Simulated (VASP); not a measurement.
# AlCo (Pm-3m) in VASP: vibrations by perturbation theory with PBE

Aim: the vibrations by perturbation theory of AlCo with PBE.

Everything below comes from runs of VASP 6.6.1. Logs are shortened: lines on timing, memory, paths and dates and some standing lists are left out, and cuts for length are marked.

**1. The cell of the first run**

It takes space group Pm-3m (No. 221, cubic). The conventional cell has a = 2.854 Å, b = 2.854 Å, c = 2.854 Å, α = 90.00°, β = 90.00°, γ = 90.00°. Al (site symmetry m-3m) has 8 Co at 2.47 Å and 6 Al at 2.85 Å within 3.3 Å. Within 3.3 Å of Co (site symmetry m-3m) lie 8 Al at 2.47 Å and 6 Co at 2.85 Å.

**2. Vibrations by perturbation theory, PBE**

INCAR

```
SYSTEM = AlCo
PREC = Accurate
ENCUT = 520
EDIFF = 1E-8
ISMEAR = -1
SIGMA = 0.15
LREAL = .False.
LASPH = .True.
NELM = 60
ALGO = Normal
ISIF = 2
LWAVE = .False.
LCHARG = .True.
GGA = PE
NBANDS = 13
IBRION = 8
NSW = 1
```

KPOINTS

```
regular mesh
0
Gamma
  20 20 20
  0 0 0
```

POSCAR

```
AlCo
1.0
    2.8541810362      0.0000000000      0.0000000000
    0.0000000000      2.8541810362      0.0000000000
    0.0000000000      0.0000000000      2.8541794786
Al Co
1 1
Direct
    0.5000000000      0.5000000000      0.5000000000
    0.0000000000      0.0000000000      0.0000000000
```

Potentials or basis: VASP PAW PBE potentials, release 64 (Al, Co).

On the command line:

```sh
cat potpaw_PBE.64/Al/POTCAR potpaw_PBE.64/Co/POTCAR > POTCAR
mpirun -np 1 vasp_std > vasp.out
```

OUTCAR:

```text
SYSTEM = AlCo
   PREC = Accurate
   ENCUT = 520
   EDIFF = 1E-8
   ISMEAR = -1
   LREAL = .False.
   LASPH = .True.
   NELM = 60
   ISIF = 2
   GGA = PE
   IBRION = 8
   NSW = 1

 ion  position               nearest neighbor table
   1  0.500  0.500  0.500-   2 2.47   2 2.47   2 2.47   2 2.47   2 2.47   2 2.47   2 2.47   2 2.47

   2  0.000  0.000  0.000-   1 2.47   1 2.47   1 2.47   1 2.47   1 2.47   1 2.47   1 2.47   1 2.47

  LATTYP: Found a simple cubic cell.
 ALAT       =     2.8541810362

  Lattice vectors:

 A1 = (   2.8541810362,   0.0000000000,   0.0000000000)
 A2 = (   0.0000000000,   2.8541810362,   0.0000000000)
 A3 = (   0.0000000000,   0.0000000000,   2.8541794786)

Analysis of symmetry for initial positions (statically):
=====================================================================
 Subroutine PRICEL returns:
 Original cell was already a primitive cell.

 Routine SETGRP: Setting up the symmetry group for a
 simple cubic supercell.

 Subroutine GETGRP returns: Found 48 space group operations
 (whereof 48 operations were pure point group operations)
 out of a pool of 48 trial point group operations.

The static configuration has the point symmetry O_h .

Analysis of symmetry for dynamics (positions and initial velocities):
=====================================================================
 Subroutine PRICEL returns:
 Original cell was already a primitive cell.

 Routine SETGRP: Setting up the symmetry group for a
 simple cubic supercell.

 Subroutine GETGRP returns: Found 48 space group operations
 (whereof 48 operations were pure point group operations)
 out of a pool of 48 trial point group operations.

The dynamic configuration has the point symmetry O_h .

 Subroutine INISYM returns: Found 48 space group operations
 (whereof 48 operations are pure point group operations),
 and found     1 'primitive' translations

----------------------------------------------------------------------------------------

                                     Primitive cell

  volume of cell :      23.2511

  direct lattice vectors                    reciprocal lattice vectors
     2.854181036  0.000000000  0.000000000     0.350363200  0.000000000  0.000000000
     0.000000000  2.854181036  0.000000000     0.000000000  0.350363200  0.000000000
     0.000000000  0.000000000  2.854179479     0.000000000  0.000000000  0.350363391

  length of vectors
     2.854181036  2.854181036  2.854179479     0.350363200  0.350363200  0.350363391

  position of ions in fractional coordinates (direct lattice)
     0.500000000  0.500000000  0.500000000
     0.000000000  0.000000000  0.000000000

  ion indices of the primitive-cell ions
   primitive index   ion index
                 1           1
                 2           2

----------------------------------------------------------------------------------------

 KPOINTS: regular mesh

Automatic generation of k-mesh.
 Grid dimensions read from file:
 generate k-points for:   20   20   20

 Generating k-lattice:

  Cartesian coordinates                     Fractional coordinates (reciprocal lattice)
     0.017518160  0.000000000  0.000000000     0.050000000  0.000000000  0.000000000
     0.000000000  0.017518160  0.000000000     0.000000000  0.050000000  0.000000000
     0.000000000  0.000000000  0.017518170     0.000000000  0.000000000  0.050000000

  Length of vectors
     0.017518160  0.017518160  0.017518170

  Shift w.r.t. Gamma in fractional coordinates (k-lattice)
     0.000000000  0.000000000  0.000000000

 Subroutine IBZKPT returns following result:
 ===========================================

 Found    286 irreducible k-points:

 Following reciprocal coordinates:
            Coordinates               Weight
  0.000000  0.000000  0.000000      1.000000
[... 81 lines left out ...]

 number of electron      12.0000000 magnetization

 Free energy of the ion-electron system (eV)
  ---------------------------------------------------
  ext. energy  EPLUGINS =         0.00000000
  ---------------------------------------------------
  free energy    TOTEN  =       -12.02177607 eV

  energy without entropy =      -11.95148980  energy(sigma->0) =      -11.98663293

 E-fermi :  10.4326     XC(G=0): -12.2437

 val. band max:       10.4234597270   @ k =   0.5000   0.4000   0.0500
 cond. band min:      10.4398964952   @ k =   0.4000   0.4000   0.4000
 fundamental gap:      0.0164367682
 Fermi energy:        10.4326115845

 k-point     1 :       0.0000    0.0000    0.0000
  band No.  band energies     occupation
      1      -0.5286      2.00000
      2       7.5779      2.00000
      3       7.5779      2.00000
      4       9.6793      1.98691
      5       9.6793      1.98691
      6       9.6793      1.98691
      7      16.4592      0.00000
      8      16.4592      0.00000
      9      16.4592      0.00000
     10      19.2329      0.00000
     11      19.2329      0.00000
     12      25.5842      0.00000
     13      32.0807      0.00000
[... 354 lines left out ...]
  band No.  band energies     occupation
      1       0.4037      2.00000
      2       7.4397      2.00000
      3       7.7646      2.00000
      4       9.2120      1.99942
      5       9.3517      1.99852
      6       9.6292      1.99060
      7      13.0090      0.00000
      8      15.8350      0.00000
      9      17.6997      0.00000
     10      20.0738      0.00000
     11      23.1018      0.00000
     12      26.1689      0.00000
     13      27.9918      0.00000

 [... further k-points ...]

------------------------ aborting loop because EDIFF is reached ----------------------------------------

  FORCE on cell =-STRESS in cart. coord.  units (eV):
  Direction    XX          YY          ZZ          XY          YZ          ZX
  --------------------------------------------------------------------------------------
  -------------------------------------------------------------------------------------
  Total       -0.0093047     -0.0093047     -0.0093047      0.0000000     -0.0000000      0.0000000
  in kB       -0.6411653     -0.6411653     -0.6411646      0.0000000     -0.0000000      0.0000000
  external PRESSURE =      -0.6411650 kB  Pullay stress =       0.0000000 kB

 VOLUME and BASIS-vectors are now :
 -----------------------------------------------------------------------------
  energy-cutoff  :      520.00
  volume of cell :       23.25
      direct lattice vectors                 reciprocal lattice vectors
     2.854181036  0.000000000  0.000000000     0.350363200  0.000000000  0.000000000
     0.000000000  2.854181036  0.000000000     0.000000000  0.350363200  0.000000000
     0.000000000  0.000000000  2.854179479     0.000000000  0.000000000  0.350363391

 POSITION                                       TOTAL-FORCE (eV/Angst)
 -----------------------------------------------------------------------------------
      1.42709      1.42709      1.42709         0.000000      0.000000      0.000000
      0.00000      0.00000      0.00000         0.000000      0.000000      0.000000
 -----------------------------------------------------------------------------------
    total drift:                                0.000000      0.000000      0.000000

  FREE ENERGIE OF THE ION-ELECTRON SYSTEM (eV)
  ---------------------------------------------------
  free  energy   TOTEN  =       -12.0217760692 eV

  energy  without entropy=      -11.9514897996  energy(sigma->0) =      -11.98663293

[... ionic steps 2 to 3 ...]

--------------------------------------- Ionic step        4  -------------------------------------------

------------------------ aborting loop because EDIFF is reached ----------------------------------------

[... ionic steps 5 to 6 ...]

--------------------------------------- Ionic step        7  -------------------------------------------

 Free energy of the ion-electron system (eV)
  ---------------------------------------------------
  ---------------------------------------------------
  free energy    TOTEN  =        -0.16759874 eV

  energy without entropy =       -0.16759874

------------------------ aborting loop because EDIFF is reached ----------------------------------------

 INTERNAL STRAIN TENSOR  FOR ION    2  DIRECTION 1   (eV/Angst):
 -----------------------------------------------------------------------------
     0.02699  0.00000  0.00000
     0.00000  0.01120 -0.00000
     0.00000  0.00000  0.01120

 INTERNAL STRAIN TENSOR FOR ION    2 for displacements in x,y,z  (eV/Angst):
          X           Y           Z          XY          YZ          ZX
  --------------------------------------------------------------------------------
  x     0.00000     0.00000     0.00000     0.00000     0.00000     0.00000
  y     0.00000     0.00000     0.00000     0.00000     0.00000     0.00000
  z     0.00000     0.00000     0.00000     0.00000     0.00000     0.00000

 SECOND DERIVATIVES (NOT SYMMETRIZED)
 ------------------------------------
               1X          1Y          1Z          2X          2Y          2Z
  1X    -7.226438    0.000000   -0.000000    7.226438   -0.000000    0.000000
  1Y     0.000000   -7.226438   -0.000000   -0.000000    7.226438    0.000000
  1Z    -0.000000   -0.000000   -7.226430    0.000000    0.000000    7.226430
  2X     7.224722    0.000000    0.000000   -7.224722   -0.000000   -0.000000
  2Y    -0.000000    7.224722    0.000000    0.000000   -7.224722   -0.000000
  2Z    -0.000000    0.000000    7.224714    0.000000   -0.000000   -7.224714

 Eigenvectors and eigenvalues of the dynamical matrix
 ----------------------------------------------------

   1 f  =    9.768330 THz    61.376230 2PiTHz  325.836428 cm-1    40.398550 meV
             X         Y         Z           dx          dy          dz
      1.427091  1.427091  1.427090     0.828254   -0.000000    0.000000
      0.000000  0.000000  0.000000    -0.560353   -0.000000    0.000000
[... 21 lines left out ...]
   6 f/i=    0.000538 THz     0.003382 2PiTHz    0.017956 cm-1     0.002226 meV
             X         Y         Z           dx          dy          dz
      1.427091  1.427091  1.427090     0.559524   -0.030475    0.000000
      0.000000  0.000000  0.000000     0.827028   -0.045045    0.000000

--------------------------------------------------------------------------------------------------------

 ELASTIC MODULI CONTR FROM IONIC RELAXATION (kBar)
 Direction    XX          YY          ZZ          XY          YZ          ZX
 --------------------------------------------------------------------------------
 XX           0.0000      0.0000      0.0000      0.0000      0.0000      0.0000
 YY           0.0000      0.0000      0.0000      0.0000      0.0000      0.0000
 ZZ           0.0000      0.0000      0.0000      0.0000      0.0000      0.0000
 XY           0.0000      0.0000      0.0000      0.0000      0.0000      0.0000
 YZ           0.0000      0.0000      0.0000      0.0000      0.0000      0.0000
 ZX           0.0000      0.0000      0.0000      0.0000      0.0000      0.0000
 --------------------------------------------------------------------------------
```

Run time: 6.5 min. Hardware: 1 thread of Intel Xeon Platinum 8375C at 2.90GHz (Ice Lake), shared host; peak memory 0.55 GiB.

What came out:

* Highest phonon frequency at Γ: 326 cm⁻¹

Phonon frequencies in cm⁻¹ (negative: imaginary):
```csv
q point,frequencies
"(0.000, 0.000, 0.000)",0 0 0 326 326 326
```

Caveat: the run has no spin polarisation, though such a crystal can be magnetic.
